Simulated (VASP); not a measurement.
# Al2GaP3 (P6/mmm) in VASP: relaxation of cell and atoms with PBE

Aim: the relaxation of cell and atoms of Al2GaP3 with PBE.

Program: VASP 6.6.1. These are calculated values, not measurements. Logs are shortened: lines on timing, memory, paths and dates and some standing lists are left out, and cuts for length are marked.

## (1) The cell of the first run

Symmetry: P6/mmm, No. 191, hexagonal system. The conventional cell has a = 5.491 Å, b = 5.491 Å, c = 4.271 Å, α = 90.00°, β = 90.00°, γ = 120.00°. Within 3.5 Å of Al (site symmetry -6m2) lie 6 P at 2.66 Å and 3 Al at 3.17 Å and 3 Ga at 3.17 Å. Within 4.3 Å of Ga (site symmetry 6/mmm) lie 6 Al at 3.17 Å and 12 P at 3.48 Å and 2 Ga at 4.27 Å. Within 3.5 Å of P (site symmetry mmm) lie 4 Al at 2.66 Å and 4 P at 2.75 Å and 4 Ga at 3.48 Å.

The cell was generated, and may not be a known phase.

## (2) Relaxation of cell and atoms, PBE

Contents of INCAR:

```
ALGO = Normal ; EDIFF = 1E-6
EDIFFG = -0.01 ; ENCUT = 600
GGA = PE ; IBRION = 2
ISIF = 3 ; ISMEAR = 0
LASPH = T ; LCHARG = F
LREAL = F ; LUSENCCL = F
LWAVE = F ; NELM = 100
NSW = 100 ; PREC = Accurate
SIGMA = 0.1
```

Contents of KPOINTS:

```
k-points
0
Gamma
  12 12 10
```

Contents of POSCAR:

```
Al2GaP3
1.0
    5.4909930500      0.0000000000      0.0000000000
   -2.7454965200      4.7553394700      0.0000000000
    0.0000000000      0.0000000000      4.2707837400
Al Ga P
2 1 3
Direct
    0.3333333300      0.6666666700      0.0000000000
    0.6666666700      0.3333333300      0.0000000000
    0.0000000000      0.0000000000      0.0000000000
    0.5000000000      0.0000000000      0.5000000000
    0.5000000000      0.5000000000      0.5000000000
    0.0000000000      0.5000000000      0.5000000000
```

Potentials or basis: VASP PAW PBE potentials, release 64 (Al, Ga_d, P).

Started as:

```bash
cat potpaw_PBE.64/Al/POTCAR potpaw_PBE.64/Ga_d/POTCAR potpaw_PBE.64/P/POTCAR > POTCAR
mpirun -np 1 vasp_std > vasp.out
```

OUTCAR:

```text
EDIFF = 1E-6
   EDIFFG = -0.01
   ENCUT = 600
   GGA = PE
   IBRION = 2
   ISIF = 3
   ISMEAR = 0
   LASPH = T
   LREAL = F
   NELM = 100
   NSW = 100
   PREC = Accurate

 ion  position               nearest neighbor table
   1  0.333  0.667  0.000-   4 2.66   4 2.66   6 2.66   6 2.66   5 2.66   5 2.66   2 3.17   2 3.17
                             2 3.17
   2  0.667  0.333  0.000-   4 2.66   4 2.66   6 2.66   6 2.66   5 2.66   5 2.66   1 3.17   1 3.17
                             1 3.17
   3  0.000  0.000  0.000-
   4  0.500  0.000  0.500-   1 2.66   2 2.66   1 2.66   2 2.66   5 2.75   5 2.75   6 2.75   6 2.75

   5  0.500  0.500  0.500-   1 2.66   2 2.66   1 2.66   2 2.66   4 2.75   4 2.75   6 2.75   6 2.75

   6  0.000  0.500  0.500-   1 2.66   2 2.66   1 2.66   2 2.66   4 2.75   4 2.75   5 2.75   5 2.75

  LATTYP: Found a hexagonal cell.
 ALAT       =     5.4909930500
 C/A-ratio  =     0.7777798480

  Lattice vectors:

 A1 = (   5.4909930500,   0.0000000000,   0.0000000000)
 A2 = (  -2.7454965200,   4.7553394700,   0.0000000000)
 A3 = (   0.0000000000,   0.0000000000,   4.2707837400)

Analysis of symmetry for initial positions (statically):
=====================================================================
 Subroutine PRICEL returns:
 Original cell was already a primitive cell.

 Routine SETGRP: Setting up the symmetry group for a
 hexagonal supercell.

 Subroutine GETGRP returns: Found 24 space group operations
 (whereof 24 operations were pure point group operations)
 out of a pool of 24 trial point group operations.

The static configuration has the point symmetry D_6h.

Analysis of symmetry for dynamics (positions and initial velocities):
=====================================================================
 Subroutine PRICEL returns:
 Original cell was already a primitive cell.

 Routine SETGRP: Setting up the symmetry group for a
 hexagonal supercell.

 Subroutine GETGRP returns: Found 24 space group operations
 (whereof 24 operations were pure point group operations)
 out of a pool of 24 trial point group operations.

The dynamic configuration has the point symmetry D_6h.

 Subroutine INISYM returns: Found 24 space group operations
 (whereof 24 operations are pure point group operations),
 and found     1 'primitive' translations

----------------------------------------------------------------------------------------

                                     Primitive cell

  volume of cell :     111.5167

  direct lattice vectors                    reciprocal lattice vectors
     5.490993050  0.000000000  0.000000000     0.182116421  0.105144964 -0.000000000
    -2.745496520  4.755339470  0.000000000     0.000000000  0.210289929  0.000000000
     0.000000000  0.000000000  4.270783740     0.000000000 -0.000000000  0.234149060

  length of vectors
     5.490993050  5.490993045  4.270783740     0.210289929  0.210289929  0.234149060

  position of ions in fractional coordinates (direct lattice)
     0.333333330  0.666666670  0.000000000
     0.666666670  0.333333330  0.000000000
     0.000000000  0.000000000  0.000000000
     0.500000000  0.000000000  0.500000000
     0.500000000  0.500000000  0.500000000
     0.000000000  0.500000000  0.500000000

  ion indices of the primitive-cell ions
   primitive index   ion index
                 1           1
                 2           2
                 3           3
                 4           4
                 5           5
                 6           6

----------------------------------------------------------------------------------------

 KPOINTS: k-points

Automatic generation of k-mesh.
 Grid dimensions read from file:
 generate k-points for:   12   12   10

 Generating k-lattice:

  Cartesian coordinates                     Fractional coordinates (reciprocal lattice)
     0.015176368  0.008762080 -0.000000000     0.083333333  0.000000000  0.000000000
     0.000000000  0.017524161  0.000000000     0.000000000  0.083333333  0.000000000
     0.000000000 -0.000000000  0.023414906     0.000000000  0.000000000  0.100000000

  Length of vectors
     0.017524161  0.017524161  0.023414906

  Shift w.r.t. Gamma in fractional coordinates (k-lattice)
     0.000000000  0.000000000  0.000000000

 Subroutine IBZKPT returns following result:
 ===========================================

 Found    114 irreducible k-points:

 Following reciprocal coordinates:
            Coordinates               Weight
  0.000000  0.000000  0.000000      1.000000
  0.083333  0.000000  0.000000      6.000000
  0.166667  0.000000  0.000000      6.000000
  0.250000  0.000000  0.000000      6.000000
  0.333333  0.000000  0.000000      6.000000
  0.416667  0.000000  0.000000      6.000000
[... 16 lines left out ...]
  0.250000  0.000000  0.100000     12.000000
  0.333333  0.000000  0.100000     12.000000
 [... further k-points ...]
   k-points           NKPTS =    114   k-points in BZ     NKDIM =    114   number of bands    NBANDS=     21
   number of dos      NEDOS =    301   number of ions     NIONS =      6
   total plane-waves  NPLWV =  82944
   dimension x,y,z NGX =    48 NGY =   48 NGZ =   36
   dimension x,y,z NGXF=    96 NGYF=   96 NGZF=   72
   ions per type =               2   1   3
   NGX,Y,Z   is equivalent  to a cutoff of  14.53, 14.53, 14.01 a.u.
   NGXF,Y,Z  is equivalent  to a cutoff of  29.07, 29.07, 28.03 a.u.
 SYSTEM =  unknown system
   PREC   = accura    normal or accurate (medium, high low for compatibility)
   ISTART =      0    job   : 0-new  1-cont  2-samecut
   ICHARG =      2    charge: 1-file 2-atom 10-const
   ISPIN  =      1    spin polarized calculation?
   LNONCOLLINEAR =      F non collinear calculations
   LSORBIT =      F    spin-orbit coupling
   LASPH  =      T    aspherical Exc in radial PAW
   ENCUT  =  600.0 eV  44.10 Ry    6.64 a.u.  10.97 10.97  8.53*2*pi/ulx,y,z
   NELM   =    100;   NELMIN=  2; NELMDL= -5     # of ELM steps
   EDIFF  = 0.1E-05   stopping-criterion for ELM
   LREAL  =      F    real-space projection
   EDIFFG = -.1E-01   stopping-criterion for IOM
   NSW    =    100    number of steps for IOM
   IBRION =      2    ionic relax: 0-MD 1-quasi-New 2-CG
   NFREE  =      1    steps in history (QN), initial steepest desc. (CG)
   ISIF   =      3    stress and relaxation
   ISYM   =      2    0-nonsym 1-usesym 2-fastsym
   POTIM  = 0.5000    time-step for ionic-motion
   TEBEG  =    0.0;   TEEND  =   0.0 temperature during run
   PSTRESS=    0.0 pullay stress
   NELECT =      34.0000    total number of electrons
   NUPDOWN=      -1.0000    fix difference up-down
   EMIN   =  10.00;   EMAX   =-10.00  energy-range for DOS
   EFERMI =   0.00;   METHOD = LEGACY
   ISMEAR =     0;   SIGMA  =   0.10  broadening in eV -4-tet -1-fermi 0-gaus
   EFERMI_NEDOS =   21; number of points for ismear=-14 and -15
   IALGO  =     38    algorithm
   IMIX   =      4    mixing-type and parameters
     AMIX     =   0.40;   BMIX     =  1.00
     AMIX_MAG =   1.60;   BMIX_MAG =  1.00
  volume/ion in A,a.u.               =      18.59       125.43
  Fermi-wavevector in a.u.,A,eV,Ry     =   1.101847  2.082188 16.518370  1.214066
  Thomas-Fermi vector in A             =   2.238280
   LORBIT       =      0    0 simple, 1 ext, 2 COOP (PROOUT), +10 PAW based schemes
   GGA     = PE    functional components
   LHFCALC =     F    Hartree Fock is set to
   AEXX    =    0.0000 exact exchange contribution
   IVDW    =     0    specifies the selected vdW correction
   LEPSILON=     F    determine dielectric tensor
   LRPA    =     F    only Hartree local field effects (RPA)
 conjugate gradient relaxation of ions
 non-spin polarized calculation
 Gauss-broadening in eV      SIGMA  =   0.10
  energy-cutoff  :      600.00
  volume of cell :      111.52
 maximum number of plane-waves:      3747
 NGX is ok and might be reduce to    48
   NGX = 21   NGY = 21   NGZ = 17

--------------------------------------- Ionic step        1  -------------------------------------------

 number of electron      33.9999998 magnetization

 Free energy of the ion-electron system (eV)
  ---------------------------------------------------
  ext. energy  EPLUGINS =         0.00000000
  ---------------------------------------------------
  free energy    TOTEN  =       -24.90651772 eV

  energy without entropy =      -24.89622304  energy(sigma->0) =      -24.90137038

------------------------ aborting loop because EDIFF is reached ----------------------------------------

  FORCE on cell =-STRESS in cart. coord.  units (eV):
  Direction    XX          YY          ZZ          XY          YZ          ZX
  --------------------------------------------------------------------------------------
  -------------------------------------------------------------------------------------
  Total       -2.9283170     -2.9283170     -1.8528307     -0.0000000      0.0000000      0.0000000
  in kB      -42.0715654    -42.0715654    -26.6198942     -0.0000000      0.0000000      0.0000000
  external PRESSURE =     -36.9210083 kB  Pullay stress =       0.0000000 kB
[... 185 lines left out ...]
  energy  without entropy=      -25.0144436286  energy(sigma->0) =      -25.01899240

--------------------------------------- Ionic step        6  -------------------------------------------

 number of electron      33.9999995 magnetization

 Free energy of the ion-electron system (eV)
  ---------------------------------------------------
  ext. energy  EPLUGINS =         0.00000000
  ---------------------------------------------------
  free energy    TOTEN  =       -25.02354739 eV

  energy without entropy =      -25.01440628  energy(sigma->0) =      -25.01897683

 E-fermi :   7.5513     XC(G=0): -10.4887

 val. band max:        7.5507718113   @ k =   0.1667   0.0000   0.0000
 cond. band min:       7.5674986751   @ k =   0.0833   0.0000   0.5000
 fundamental gap:      0.0167268638
 Fermi energy:         7.5513318446

 k-point     1 :       0.0000    0.0000    0.0000
  band No.  band energies     occupation
      1      -7.4910      2.00000
      2      -7.4570      2.00000
      3      -7.4570      2.00000
      4      -7.4360      2.00000
      5      -7.4360      2.00000
      6      -6.9066      2.00000
[... 550 lines left out ...]
      5      -7.4310      2.00000
      6      -6.2560      2.00000
[... 13 lines left out ...]
     20       8.5443      0.00000
     21       8.7942      0.00000

 [... further k-points ...]
[... 5 lines left out ...]
  --------------------------------------------------------------------------------------
  -------------------------------------------------------------------------------------
  Total        0.0393364      0.0393364      0.0535402      0.0000000      0.0000000      0.0000000
  in kB        0.6123647      0.6123647      0.8334810      0.0000000      0.0000000      0.0000000
  external PRESSURE =       0.6860702 kB  Pullay stress =       0.0000000 kB
[... 21 lines left out ...]
  FREE ENERGIE OF THE ION-ELECTRON SYSTEM (eV)
  ---------------------------------------------------
  free  energy   TOTEN  =       -25.0235473894 eV

  energy  without entropy=      -25.0144062796  energy(sigma->0) =      -25.01897683

 reached required accuracy - stopping structural energy minimisation
```

Wall time 15 min (1 × NVIDIA H100 80GB with 1 thread of AMD EPYC 7R13 (Zen 3), shared host); peak memory 1.6 GiB.

What came out:

| Quantity | Value |
| --- | --- |
| Free energy | -25.0235 eV |
| Relaxed volume | 17.15 Å³/atom |
| Relaxed cell | a = 5.296 Å, b = 5.296 Å, c = 4.237 Å, α = 90.00°, β = 90.00°, γ = 120.00° |
| Space group after relaxing (to 0.1 Å) | P6/mmm (No. 191) |
| Energy gained by relaxing | 19.5 meV/atom |
| Ionic steps | 6 |
| Pressure after relaxing | 0.1 GPa |
| Band gap on the k mesh | zero (bands 17 and 18 overlap by 2.33 eV) |

Step by step:
```
step  energy change (eV)  largest force (eV/Å)  pressure (GPa)  volume (Å³)
   1              0.0000                0.0000           -3.69       111.52
   2             -0.1039                0.0000           -0.70       104.74
   3             -0.1087                0.0000            0.19       103.11
   4             -0.1166                0.0000            0.10       102.97
   5             -0.1170                0.0000            0.09       102.92
   6             -0.1170                0.0000            0.07       102.92
```

Final structure:
```
Al Ga P
1.0
     5.29588    0.00000    0.00000
    -2.64794    4.58637    0.00000
     0.00000    0.00000    4.23728
Al Ga P
2 1 3
Direct
  0.33333 0.66667 0.00000
  0.66667 0.33333 0.00000
  0.00000 0.00000 0.00000
  0.50000 0.00000 0.50000
  0.50000 0.50000 0.50000
  0.00000 0.50000 0.50000
```

Levels at points of the mesh, in eV from the Fermi level:
| k point | band 15 | band 16 | band 17 | band 18 | band 19 | band 20 |
| --- | --- | --- | --- | --- | --- | --- |
| (0.00, 0.00, 0.00) | -1.34 | -1.34 | 0.64 | 1.41 | 1.41 | 1.76 |
| (0.50, 0.00, 0.00) | -1.92 | -1.75 | -1.72 | -1.55 | 0.14 | 0.26 |
| (0.00, 0.00, 0.50) | -3.20 | -2.80 | -1.51 | -1.51 | -0.16 | 3.95 |
| (0.50, 0.00, 0.50) | -1.42 | -1.28 | -0.88 | 1.23 | 1.49 | 2.57 |
